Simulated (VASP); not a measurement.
# InP (F-43m) in VASP: single point with HSE06

Aim: the single point of InP with HSE06.

All numbers are computed with VASP 6.6.1; they aren't measurements. Logs are shortened: lines on timing, memory, paths and dates and some standing lists are left out, and cuts for length are marked.

## 1. The cell of the first run

It takes space group F-43m (No. 216, cubic). The conventional cell has a = 6.026 Å, b = 6.026 Å, c = 6.026 Å, α = 90.00°, β = 90.00°, γ = 90.00°. Within 3.4 Å of In (site symmetry -43m) lie 4 P at 2.61 Å. P (site symmetry -43m) has 4 In at 2.61 Å within 3.4 Å.

## 2. Single point, HSE06 (strain +2.0%)

POSCAR reads:

```
InP
1.0
    0.0000000000      3.0128633875      3.0128633875
    3.0128633875      0.0000000000      3.0128633875
    3.0128633875      3.0128633875      0.0000000000
In P
1 1
Direct
    0.0000000000      0.0000000000      0.0000000000
    0.2500000000      0.2500000000      0.2500000000
```

INCAR.step1 reads:

```
SYSTEM = InP
PREC = Accurate
ENCUT = 520
EDIFF = 1E-5
ISMEAR = 0
SIGMA = 0.01
LREAL = .False.
LASPH = .True.
NELM = 100
ALGO = Normal
ISIF = 2
LWAVE = .True.
NBANDS = 16
GGA = PE
```

INCAR.step2 reads:

```
SYSTEM = InP
PREC = Accurate
ENCUT = 520
EDIFF = 1E-6
ISMEAR = 0
SIGMA = 0.01
LREAL = .False.
LASPH = .True.
NELM = 100
ALGO = Normal
ISIF = 2
LWAVE = .False.
LCHARG = .True.
GGA = PE
LHFCALC = .True.
HFSCREEN = 0.2079
PRECFOCK = Normal
LELF = .True.
LVHAR = .True.
NBANDS = 16
ISTART = 1
```

KPOINTS reads:

```
Automatic mesh
0
Gamma
  6 6 6
  0 0 0
```

Potentials or basis: VASP PAW PBE potentials, release 64 (In_d, P).

Launch:

```bash
> cat potpaw_PBE.64/In_d/POTCAR potpaw_PBE.64/P/POTCAR > POTCAR
> cp INCAR.step1 INCAR
> mpirun -np 1 vasp_std > vasp.out
> cp INCAR.step2 INCAR
> mpirun -np 1 vasp_std > vasp.out
```

OUTCAR:

```text
SYSTEM = InP
   PREC = Accurate
   ENCUT = 520
   EDIFF = 1E-6
   ISMEAR = 0
   LREAL = .False.
   LASPH = .True.
   NELM = 100
   ISIF = 2
   GGA = PE
   LHFCALC = .True.
   HFSCREEN = 0.2079
   PRECFOCK = Normal
   ISTART = 1

 ion  position               nearest neighbor table
   1  0.000  0.000  0.000-   2 2.61   2 2.61   2 2.61   2 2.61
   2  0.250  0.250  0.250-   1 2.61   1 2.61   1 2.61   1 2.61

  LATTYP: Found a face centered cubic cell.
 ALAT       =     6.0257267750

  Lattice vectors:

 A1 = (   0.0000000000,   3.0128633875,   3.0128633875)
 A2 = (   3.0128633875,   0.0000000000,   3.0128633875)
 A3 = (   3.0128633875,   3.0128633875,   0.0000000000)

Analysis of symmetry for initial positions (statically):
=====================================================================
 Subroutine PRICEL returns:
 Original cell was already a primitive cell.

 Routine SETGRP: Setting up the symmetry group for a
 face centered cubic supercell.

 Subroutine GETGRP returns: Found 24 space group operations
 (whereof 24 operations were pure point group operations)
 out of a pool of 48 trial point group operations.

The static configuration has the point symmetry T_d .

Analysis of symmetry for dynamics (positions and initial velocities):
=====================================================================
 Subroutine PRICEL returns:
 Original cell was already a primitive cell.

 Routine SETGRP: Setting up the symmetry group for a
 face centered cubic supercell.

 Subroutine GETGRP returns: Found 24 space group operations
 (whereof 24 operations were pure point group operations)
 out of a pool of 48 trial point group operations.

The dynamic configuration has the point symmetry T_d .

 Subroutine INISYM returns: Found 24 space group operations
 (whereof 24 operations are pure point group operations),
 and found     1 'primitive' translations

----------------------------------------------------------------------------------------

                                     Primitive cell

  volume of cell :      54.6976

  direct lattice vectors                    reciprocal lattice vectors
     0.000000000  3.012863387  3.012863387    -0.165955085  0.165955085  0.165955085
     3.012863387  0.000000000  3.012863387     0.165955085 -0.165955085  0.165955085
     3.012863387  3.012863387  0.000000000     0.165955085  0.165955085 -0.165955085

  length of vectors
     4.260832264  4.260832264  4.260832264     0.287442639  0.287442639  0.287442639
[... 79 lines left out ...]
   ISYM   =      3    0-nonsym 1-usesym 2-fastsym
   POTIM  = 0.5000    time-step for ionic-motion
   TEBEG  =    0.0;   TEEND  =   0.0 temperature during run
   PSTRESS=    0.0 pullay stress
   NELECT =      18.0000    total number of electrons
   NUPDOWN=      -1.0000    fix difference up-down
   EMIN   =  10.00;   EMAX   =-10.00  energy-range for DOS
   EFERMI =   0.00;   METHOD = LEGACY
   ISMEAR =     0;   SIGMA  =   0.01  broadening in eV -4-tet -1-fermi 0-gaus
   EFERMI_NEDOS =   21; number of points for ismear=-14 and -15
   IALGO  =     38    algorithm
   IMIX   =      1    mixing-type and parameters
     AMIX     =   0.40;   BMIX     =  1.00
     AMIX_MAG =   1.60;   BMIX_MAG =  1.00
  volume/ion in A,a.u.               =      27.35       184.56
  Fermi-wavevector in a.u.,A,eV,Ry     =   1.130254  2.135871 17.381104  1.277475
  Thomas-Fermi vector in A             =   2.266950
   LORBIT       =      0    0 simple, 1 ext, 2 COOP (PROOUT), +10 PAW based schemes
   GGA     = PE    functional components
   LHFCALC =     T    Hartree Fock is set to
   PRECFOCK=normal    Normal, Fast or Accurate (Low or Medium for compatibility)
   ENCUT4O =  -1.0   cutoff for four orbital integrals eV
   NKREDX  =     1    reduce k-point grid by
   NKREDY  =     1    reduce k-point grid by
   NKREDZ  =     1    reduce k-point grid by
   AEXX    =    0.2500 exact exchange contribution
   HFSCREEN=    0.2079 screening length (either q_TF or 0.3 A-1)
   HFSCREENC=   0.2079 screening length for correlation (either q_TF or 0.3 A-1)
   ENCUTFOCK=  -1.0 apply spherical cutoff to Coloumb kernel
   IVDW    =     0    specifies the selected vdW correction
   LEPSILON=     F    determine dielectric tensor
   LRPA    =     F    only Hartree local field effects (RPA)
 non-spin polarized calculation
 Gauss-broadening in eV      SIGMA  =   0.01
  energy-cutoff  :      520.00
  volume of cell :       54.70
 maximum number of plane-waves:      1488
  NGX = 24; NGY = 24; NGZ = 24

 number of electron      17.9999993 magnetization

 Free energy of the ion-electron system (eV)
  ---------------------------------------------------
  ext. energy  EPLUGINS =         0.00000000
  ---------------------------------------------------
  free energy    TOTEN  =        -9.94377054 eV

  energy without entropy =       -9.94377054  energy(sigma->0) =       -9.94377054

 E-fermi :   4.0263     XC(G=0):  -7.4449

 val. band max:        3.9132406680   @ k =   0.0000   0.0000   0.0000
 cond. band min:       4.8988367254   @ k =   0.0000   0.0000   0.0000
 fundamental gap:      0.9855960574
 Fermi energy:         4.0262584347

 k-point     1 :       0.0000    0.0000    0.0000
  band No.  band energies     occupation
      1     -11.8614      2.00000
      2     -11.8614      2.00000
      3     -11.8614      2.00000
      4     -11.7379      2.00000
      5     -11.7379      2.00000
      6      -8.2604      2.00000
[... 281 lines left out ...]
      3     -11.7868      2.00000
      4     -11.7587      2.00000
      5     -11.7223      2.00000
      6      -6.0054      2.00000
[... 8 lines left out ...]
     15      16.0841      0.00000
     16      16.7236      0.00000

------------------------ aborting loop because EDIFF is reached ----------------------------------------

  FORCE on cell =-STRESS in cart. coord.  units (eV):
  Direction    XX          YY          ZZ          XY          YZ          ZX
  --------------------------------------------------------------------------------------
  -------------------------------------------------------------------------------------
  Total       -1.3333845     -1.3333845     -1.3333845      0.0000000      0.0000000      0.0000000
  in kB      -39.0568896    -39.0568896    -39.0568896      0.0000000      0.0000000      0.0000000
  external PRESSURE =     -39.0568896 kB  Pullay stress =       0.0000000 kB

 VOLUME and BASIS-vectors are now :
 -----------------------------------------------------------------------------
  energy-cutoff  :      520.00
  volume of cell :       54.70
      direct lattice vectors                 reciprocal lattice vectors
     0.000000000  3.012863387  3.012863387    -0.165955085  0.165955085  0.165955085
     3.012863387  0.000000000  3.012863387     0.165955085 -0.165955085  0.165955085
     3.012863387  3.012863387  0.000000000     0.165955085  0.165955085 -0.165955085

 POSITION                                       TOTAL-FORCE (eV/Angst)
 -----------------------------------------------------------------------------------
      0.00000      0.00000      0.00000        -0.000000     -0.000000     -0.000000
      1.50643      1.50643      1.50643         0.000000      0.000000      0.000000
 -----------------------------------------------------------------------------------
    total drift:                                0.000049      0.000044      0.000029

  FREE ENERGIE OF THE ION-ELECTRON SYSTEM (eV)
  ---------------------------------------------------
  free  energy   TOTEN  =        -9.9437705394 eV

  energy  without entropy=       -9.9437705394  energy(sigma->0) =       -9.94377054
```

Run time: 64 min. Hardware: 1 thread of Oxide Virtual Turin-like, shared host; peak memory 0.27 GiB.

Results:

```
Free energy            : -9.9438 eV
Pressure               : -3.9 GPa
Band gap on the k mesh : 0.99 eV
```

Caveat: the cell differs from its parent crystal (strain +2.0%); the cell stands under tension; the PAW data sets were made with another functional, which shifts forces and pressure a little; spin-orbit coupling is left out, which moves the levels of the heavy elements.
